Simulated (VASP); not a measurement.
Input of a VASP 6.6.1 run:

INCAR

```
SYSTEM = GaSb3
ALGO     = Normal         ! electronic algorithm
EDIFF    = 1E-6           ! SCF threshold, eV
ENCUT    = 520            ! plane-wave cutoff, eV
GGA      = CA             ! functional
ISIF     = 2              ! what is computed and relaxed
ISMEAR   = -1             ! smearing method
LASPH    = .True.         ! aspherical terms in the spheres
LCHARG   = .True.         ! write CHGCAR
LELF     = .True.         ! ELF
LREAL    = .False.        ! projectors in reciprocal space
LVHAR    = .True.       
LWAVE    = .False.        ! write WAVECAR
NBANDS   = 22             ! bands
NELM     = 60             ! most SCF steps
PREC     = Accurate       ! precision mode
SIGMA    = 0.05           ! smearing width, eV
```

File KPOINTS:

```
k-points
0
Gamma
  6 6 6
  0 0 0
```

The input POSCAR:

```
GaSb3
1.0
    0.0000000000      3.7305950000      3.7305950000
    3.7305950000      0.0000000000      3.7305950000
    3.7305950000      3.7305950000      0.0000000000
Sb Ga
3 1
Direct
    0.5000000000      0.5000000000      0.5000000000
    0.7500000000      0.7500000000      0.7500000000
    0.2500000000      0.2500000000      0.2500000000
    0.0000000000      0.0000000000      0.0000000000
```

Potentials or basis: VASP PAW LDA potentials, release 64 (Sb, Ga_d).

The run is started by

```sh
$ cat potpaw_LDA.64/Sb/POTCAR potpaw_LDA.64/Ga_d/POTCAR > POTCAR
$ mpirun -np 1 vasp_std > vasp.out
```

(1) Predict the band gap on the k mesh.

(2) Predict the pressure.

Answers

(1) zero (band 14 reaches 8.56 eV, above the bottom of band 15 at 4.94 eV).

(2) -4.5 GPa.

Caveat: spin-orbit coupling is left out, which moves the levels of the heavy elements.
